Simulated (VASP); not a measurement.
# Cs (Im-3m) in VASP: further runs

Cs is run at these levels: PBEsol; tasks: density of states.

Program: VASP 6.6.1. These are calculated values, not measurements. Logs are shortened: lines on timing, memory, paths and dates and some standing lists are left out, and cuts for length are marked.

**1. The cell of the first run**

It takes space group Im-3m (No. 229, cubic). The conventional cell has a = 4.953 Å, b = 4.953 Å, c = 4.953 Å, α = 90.00°, β = 90.00°, γ = 90.00°. Cs (site symmetry m-3m) has 14 Cs at 4.29 to 4.95 Å within 5.6 Å.

**2. Density of states, PBEsol (volume scaled by 0.55)**

Input file POSCAR:

```
Cs
1.0
   -2.4763965183      2.4763965183      2.4763965183
    2.4763965183     -2.4763965183      2.4763965183
    2.4763965183      2.4763965183     -2.4763965183
Cs
1
Direct
    0.0000000000      0.0000000000      0.0000000000
```

Input file INCAR.step1:

```
SYSTEM = Cs
PREC = Accurate ; ENCUT = 520
EDIFF = 1E-6 ; ISMEAR = -1
SIGMA = 0.05 ; LREAL = .False.
LASPH = .True. ; NELM = 80
ALGO = Normal ; ISIF = 2
LWAVE = .False. ; LCHARG = .True.
GGA = PS ; NBANDS = 10
```

Input file KPOINTS.step1:

```
Automatic mesh
0
Gamma
  9 9 9
  0 0 0
```

Input file INCAR.step2:

```
SYSTEM = Cs
PREC = Accurate ; ENCUT = 520
EDIFF = 1E-6 ; ISMEAR = -5
SIGMA = 0.05 ; LREAL = .False.
LASPH = .True. ; NELM = 80
ALGO = Normal ; ISIF = 2
LWAVE = .False. ; LCHARG = .False.
GGA = PS ; LORBIT = 11
NEDOS = 2001 ; ICHARG = 11
```

Input file KPOINTS.step2:

```
Automatic mesh
0
Gamma
  14 14 14
  0 0 0
```

Potentials or basis: VASP PAW PBE potentials, release 64 (Cs_sv).

Command:

```
$ cat potpaw_PBE.64/Cs_sv/POTCAR > POTCAR
$ cp INCAR.step1 INCAR
$ cp KPOINTS.step1 KPOINTS
$ mpirun -np 1 vasp_std > vasp.out
$ cp INCAR.step2 INCAR
$ cp KPOINTS.step2 KPOINTS
$ mpirun -np 1 vasp_std > vasp.out
```

OUTCAR:

```text
SYSTEM = Cs
   PREC = Accurate
   ENCUT = 520
   EDIFF = 1E-6
   ISMEAR = -5
   LREAL = .False.
   LASPH = .True.
   NELM = 80
   ISIF = 2
   GGA = PS
   LORBIT = 11
   ICHARG = 11

 ion  position               nearest neighbor table
   1  0.000  0.000  0.000-

  LATTYP: Found a body centered cubic cell.
 ALAT       =     4.9527930366

  Lattice vectors:

 A1 = (  -2.4763965183,   2.4763965183,   2.4763965183)
 A2 = (   2.4763965183,  -2.4763965183,   2.4763965183)
 A3 = (   2.4763965183,   2.4763965183,  -2.4763965183)

Analysis of symmetry for initial positions (statically):
=====================================================================
 Subroutine PRICEL returns:
 Original cell was already a primitive cell.

 Routine SETGRP: Setting up the symmetry group for a
 body centered cubic supercell.

 Subroutine GETGRP returns: Found 48 space group operations
 (whereof 48 operations were pure point group operations)
 out of a pool of 48 trial point group operations.

The static configuration has the point symmetry O_h .

Analysis of symmetry for dynamics (positions and initial velocities):
=====================================================================
 Subroutine PRICEL returns:
 Original cell was already a primitive cell.

 Routine SETGRP: Setting up the symmetry group for a
 body centered cubic supercell.

 Subroutine GETGRP returns: Found 48 space group operations
 (whereof 48 operations were pure point group operations)
 out of a pool of 48 trial point group operations.

The dynamic configuration has the point symmetry O_h .

 Subroutine INISYM returns: Found 48 space group operations
 (whereof 48 operations are pure point group operations),
 and found     1 'primitive' translations

----------------------------------------------------------------------------------------

                                     Primitive cell

  volume of cell :      60.7464

  direct lattice vectors                    reciprocal lattice vectors
    -2.476396518  2.476396518  2.476396518     0.000000000  0.201906276  0.201906276
     2.476396518 -2.476396518  2.476396518     0.201906276  0.000000000  0.201906276
     2.476396518  2.476396518 -2.476396518     0.201906276  0.201906276  0.000000000

  length of vectors
     4.289244589  4.289244589  4.289244589     0.285538594  0.285538594  0.285538594

  position of ions in fractional coordinates (direct lattice)
     0.000000000  0.000000000  0.000000000

  ion indices of the primitive-cell ions
   primitive index   ion index
                 1           1

----------------------------------------------------------------------------------------

 KPOINTS: Automatic mesh

Automatic generation of k-mesh.
 Grid dimensions read from file:
 generate k-points for:   14   14   14

 Generating k-lattice:

  Cartesian coordinates                     Fractional coordinates (reciprocal lattice)
     0.000000000  0.014421877  0.014421877     0.071428571  0.000000000  0.000000000
     0.014421877  0.000000000  0.014421877     0.000000000  0.071428571  0.000000000
     0.014421877  0.014421877  0.000000000     0.000000000  0.000000000  0.071428571

  Length of vectors
     0.020395614  0.020395614  0.020395614

  Shift w.r.t. Gamma in fractional coordinates (k-lattice)
     0.000000000  0.000000000  0.000000000

 TETIRR: Found   3105 inequivalent tetrahedra from    16464

 Subroutine IBZKPT returns following result:
 ===========================================

 Found    104 irreducible k-points:

 Following reciprocal coordinates:
            Coordinates               Weight
  0.000000  0.000000  0.000000      1.000000
  0.071429  0.000000  0.000000     12.000000
  0.142857  0.000000  0.000000     12.000000
  0.214286  0.000000  0.000000     12.000000
  0.285714  0.000000  0.000000     12.000000
  0.357143  0.000000  0.000000     12.000000
[... 16 lines left out ...]
  0.285714  0.285714  0.000000     24.000000
  0.357143  0.285714 -0.000000     24.000000
 [... further k-points ...]
   k-points           NKPTS =    104   k-points in BZ     NKDIM =    104   number of bands    NBANDS=      8
   number of dos      NEDOS =   2001   number of ions     NIONS =      1
   total plane-waves  NPLWV =  32768
   dimension x,y,z NGX =    32 NGY =   32 NGZ =   32
   dimension x,y,z NGXF=    64 NGYF=   64 NGZF=   64
   ions per type =               1
   NGX,Y,Z   is equivalent  to a cutoff of  12.40, 12.40, 12.40 a.u.
   NGXF,Y,Z  is equivalent  to a cutoff of  24.81, 24.81, 24.81 a.u.
 SYSTEM =  Cs
   PREC   = accura    normal or accurate (medium, high low for compatibility)
   ISTART =      0    job   : 0-new  1-cont  2-samecut
   ICHARG =     11    charge: 1-file 2-atom 10-const
   ISPIN  =      1    spin polarized calculation?
   LNONCOLLINEAR =      F non collinear calculations
   LSORBIT =      F    spin-orbit coupling
   LASPH  =      T    aspherical Exc in radial PAW
   ENCUT  =  520.0 eV  38.22 Ry    6.18 a.u.   7.98  7.98  7.98*2*pi/ulx,y,z
   NELM   =     80;   NELMIN=  2; NELMDL=  0     # of ELM steps
   EDIFF  = 0.1E-05   stopping-criterion for ELM
   LREAL  =      F    real-space projection
   EDIFFG = 0.1E-04   stopping-criterion for IOM
   NSW    =      0    number of steps for IOM
   IBRION =     -1    ionic relax: 0-MD 1-quasi-New 2-CG
   NFREE  =      0    steps in history (QN), initial steepest desc. (CG)
   ISIF   =      2    stress and relaxation
   ISYM   =      2    0-nonsym 1-usesym 2-fastsym
   POTIM  = 0.5000    time-step for ionic-motion
   TEBEG  =    0.0;   TEEND  =   0.0 temperature during run
   PSTRESS=    0.0 pullay stress
   NELECT =       9.0000    total number of electrons
   NUPDOWN=      -1.0000    fix difference up-down
   EMIN   =  10.00;   EMAX   =-10.00  energy-range for DOS
   EFERMI =   0.00;   METHOD = LEGACY
   ISMEAR =    -5;   SIGMA  =   0.05  broadening in eV -4-tet -1-fermi 0-gaus
   EFERMI_NEDOS =   21; number of points for ismear=-14 and -15
   IALGO  =     38    algorithm
   IMIX   =      4    mixing-type and parameters
     AMIX     =   0.40;   BMIX     =  1.00
     AMIX_MAG =   1.60;   BMIX_MAG =  1.00
  volume/ion in A,a.u.               =      60.75       409.94
  Fermi-wavevector in a.u.,A,eV,Ry     =   0.866261  1.636996 10.209925  0.750408
  Thomas-Fermi vector in A             =   1.984624
   LORBIT       =     11    0 simple, 1 ext, 2 COOP (PROOUT), +10 PAW based schemes
   GGA     = PS    functional components
   LHFCALC =     F    Hartree Fock is set to
   AEXX    =    0.0000 exact exchange contribution
   IVDW    =     0    specifies the selected vdW correction
   LEPSILON=     F    determine dielectric tensor
   LRPA    =     F    only Hartree local field effects (RPA)
 non-spin polarized calculation
 Fermi weights with tetrahedron method with Bloechl corrections
  energy-cutoff  :      520.00
  volume of cell :       60.75
 maximum number of plane-waves:      1660

 number of electron       9.0000002 magnetization

 Free energy of the ion-electron system (eV)
  ---------------------------------------------------
  ext. energy  EPLUGINS =         0.00000000
  ---------------------------------------------------
  free energy    TOTEN  =        -0.65586157 eV

  energy without entropy =       -0.65586157  energy(sigma->0) =       -0.65586157

 E-fermi :   2.5053     XC(G=0):  -7.4583

 val. band max:        2.4742942494   @ k =  -0.4286   0.5000   0.3571
 cond. band min:       2.5205956597   @ k =   0.5000   0.5000   0.3571
 fundamental gap:      0.0463014103
 Fermi energy:         2.5053039088

 k-point     1 :       0.0000    0.0000    0.0000
  band No.  band energies     occupation
      1     -21.2253      2.00000
      2      -7.5852      2.00000
      3      -7.5852      2.00000
      4      -7.5852      2.00000
      5       0.3031      2.00000
      6       5.3304      0.00000
      7       5.3304      0.00000
      8       5.3304      0.00000

 k-point     2 :       0.0714    0.0000    0.0000
  band No.  band energies     occupation
      1     -21.2200      2.00000
      2      -7.6410      2.00000
      3      -7.6003      2.00000
      4      -7.5860      2.00000
      5       0.4246      2.00000
      6       5.2129      0.00000
      7       5.2576      0.00000
      8       5.4480      0.00000

 k-point     3 :       0.1429    0.0000    0.0000
  band No.  band energies     occupation
      1     -21.2052      2.00000
      2      -7.7915      2.00000
      3      -7.6421      2.00000
      4      -7.5883      2.00000
      5       0.7612      2.00000
      6       4.9301      0.00000
      7       4.9656      0.00000
      8       5.7961      0.00000

 k-point     4 :       0.2143    0.0000    0.0000
  band No.  band energies     occupation
      1     -21.1837      2.00000
      2      -7.9954      2.00000
      3      -7.7012      2.00000
      4      -7.5917      2.00000
      5       1.2310      2.00000
      6       4.5486      0.00000
      7       4.5993      0.00000
      8       6.3628      0.00000

 k-point     5 :       0.2857    0.0000    0.0000
  band No.  band energies     occupation
      1     -21.1596      2.00000
      2      -8.2063      2.00000
      3      -7.7652      2.00000
      4      -7.5955      2.00000
      5       1.6949      2.00000
      6       4.2798      0.00000
      7       4.2978      0.00000
      8       6.7619      0.00000
[... 177 lines left out ...]
 k-point    22 :       0.3571    0.2143    0.0000
  band No.  band energies     occupation
      1     -21.1086      2.00000
      2      -8.4130      2.00000
      3      -8.0441      2.00000
      4      -7.6924      2.00000
      5       2.7790     -0.07006
      6       3.8043      0.00000
      7       4.2234      0.00000
      8       6.7224      0.00000

 k-point    23 :       0.2857    0.2857    0.0000
  band No.  band energies     occupation
      1     -21.1075      2.00000
      2      -8.3610      2.00000
      3      -8.1067      2.00000
      4      -7.7021      2.00000
      5       3.0216     -0.00316
      6       3.6655      0.00000
      7       4.1109      0.00000
      8       6.9275      0.00000

 k-point    24 :       0.3571    0.2857   -0.0000
  band No.  band energies     occupation
      1     -21.1040      2.00000
      2      -8.3251      2.00000
      3      -8.1781      2.00000
      4      -7.7068      2.00000
      5       3.1195     -0.00089
      6       3.7672      0.00000
      7       3.9734      0.00000
      8       7.0582      0.00000

 [... further k-points ...]
[... 5 lines left out ...]
  --------------------------------------------------------------------------------------
  -------------------------------------------------------------------------------------
  Total        1.0372412      1.0372412      1.0372412      0.0000000      0.0000000     -0.0000000
  in kB       27.3570832     27.3570832     27.3570832      0.0000000      0.0000000     -0.0000000
  external PRESSURE =      27.3570832 kB  Pullay stress =       0.0000000 kB

 VOLUME and BASIS-vectors are now :
 -----------------------------------------------------------------------------
  energy-cutoff  :      520.00
  volume of cell :       60.75
      direct lattice vectors                 reciprocal lattice vectors
    -2.476396518  2.476396518  2.476396518     0.000000000  0.201906276  0.201906276
     2.476396518 -2.476396518  2.476396518     0.201906276  0.000000000  0.201906276
     2.476396518  2.476396518 -2.476396518     0.201906276  0.201906276  0.000000000

 POSITION                                       TOTAL-FORCE (eV/Angst)
 -----------------------------------------------------------------------------------
      0.00000      0.00000      0.00000         0.000000     -0.000000      0.000000
 -----------------------------------------------------------------------------------
    total drift:                                0.000000      0.000000      0.000000

  FREE ENERGIE OF THE ION-ELECTRON SYSTEM (eV)
  ---------------------------------------------------
  free  energy   TOTEN  =        -0.6558615667 eV

  energy  without entropy=       -0.6558615667  energy(sigma->0) =       -0.65586157

 total charge

# of ion       s       p       d       tot
------------------------------------------
    1        1.882   4.624   0.051   6.557
```

Run time: 24 s. Hardware: 1 thread of Intel Xeon Platinum 8375C at 2.90GHz (Ice Lake), shared host; peak memory 0.2 GiB.

Results:

```yaml
Valence_electrons_inside_the_program's_atomic_spheres: Cs 6.56
```

Levels at points of the mesh, in eV from the Fermi level:
| k point | band 1 | band 2 | band 3 | band 4 | band 5 | band 6 | band 7 | band 8 |
| --- | --- | --- | --- | --- | --- | --- | --- | --- |
| (0.00, 0.00, 0.00) | -23.73 | -10.09 | -10.09 | -10.09 | -2.20 | 2.83 | 2.83 | 2.83 |
| (0.50, 0.00, 0.00) | -23.62 | -11.05 | -10.38 | -10.11 | -0.43 | 1.36 | 2.30 | 4.46 |
| (0.50, 0.50, 0.50) | -23.55 | -10.72 | -10.72 | -10.72 | -0.23 | -0.23 | 5.37 | 5.37 |

Caveat: the cell differs from its parent crystal (volume scaled by 0.55); the PAW data sets were made with another functional, which shifts forces and pressure a little; spin-orbit coupling is left out, which moves the levels of the heavy elements; tetrahedron occupations give inexact forces and stress in metals.

**3. Density of states, PBEsol**

This run uses another cell than the first one, of 110.45 Å³/atom, 1.818 times its volume.

Input file POSCAR:

```
Cs
1.0
   -3.0224975320      3.0224975320      3.0224975320
    3.0224975320     -3.0224975320      3.0224975320
    3.0224975320      3.0224975320     -3.0224975320
Cs
1
Direct
    0.0000000000      0.0000000000      0.0000000000
```

Input file INCAR.step1:

```
SYSTEM = Cs
  PREC = Accurate
  ENCUT = 520
  EDIFF = 1E-6
  ISMEAR = -1
  SIGMA = 0.05
  LREAL = .FALSE.
  LASPH = .TRUE.
  NELM = 80
  ALGO = Normal
  ISIF = 2
  LWAVE = .FALSE.
  LCHARG = .TRUE.
  GGA = PS
  NBANDS = 10
```

Input file KPOINTS.step1:

```
regular mesh
0
G
  9 9 9
  0 0 0
```

Input file INCAR.step2:

```
SYSTEM = Cs
  PREC = Accurate
  ENCUT = 520
  EDIFF = 1E-6
  ISMEAR = -5
  SIGMA = 0.05
  LREAL = .FALSE.
  LASPH = .TRUE.
  NELM = 80
  ALGO = Normal
  ISIF = 2
  LWAVE = .FALSE.
  LCHARG = .FALSE.
  GGA = PS
  LORBIT = 11
  NBANDS = 10
  NEDOS = 1001
  ICHARG = 11
```

Input file KPOINTS.step2:

```
regular mesh
0
G
  14 14 14
  0 0 0
```

Potentials or basis: VASP PAW PBE potentials, release 64 (Cs_sv).

Command:

```
$ cat potpaw_PBE.64/Cs_sv/POTCAR > POTCAR
$ cp INCAR.step1 INCAR
$ cp KPOINTS.step1 KPOINTS
$ mpirun -np 1 vasp_std > vasp.out
$ cp INCAR.step2 INCAR
$ cp KPOINTS.step2 KPOINTS
$ mpirun -np 1 vasp_std > vasp.out
```

Run time: 63 s. Hardware: 1 thread of Intel Xeon Platinum 8375C at 2.90GHz (Ice Lake), shared host; peak memory 0.3 GiB.

It converged, with:

* Valence electrons inside the program's atomic spheres: Cs 6.55

Levels at points of the mesh, in eV from the Fermi level:
| k point | band 1 | band 2 | band 3 | band 4 | band 5 | band 6 | band 7 | band 8 | band 9 |
| --- | --- | --- | --- | --- | --- | --- | --- | --- | --- |
| (0.00, 0.00, 0.00) | -23.83 | -10.55 | -10.55 | -10.55 | -1.74 | 2.51 | 2.51 | 2.51 | 3.42 |
| (0.50, 0.00, 0.00) | -23.83 | -10.70 | -10.60 | -10.55 | 0.01 | 0.91 | 1.63 | 3.26 | 3.89 |
| (0.50, 0.50, 0.50) | -23.82 | -10.66 | -10.66 | -10.66 | 0.61 | 0.61 | 3.10 | 3.10 | 3.10 |

Caveat: the PAW data sets were made with another functional, which shifts forces and pressure a little; spin-orbit coupling is left out, which moves the levels of the heavy elements; tetrahedron occupations give inexact forces and stress in metals.
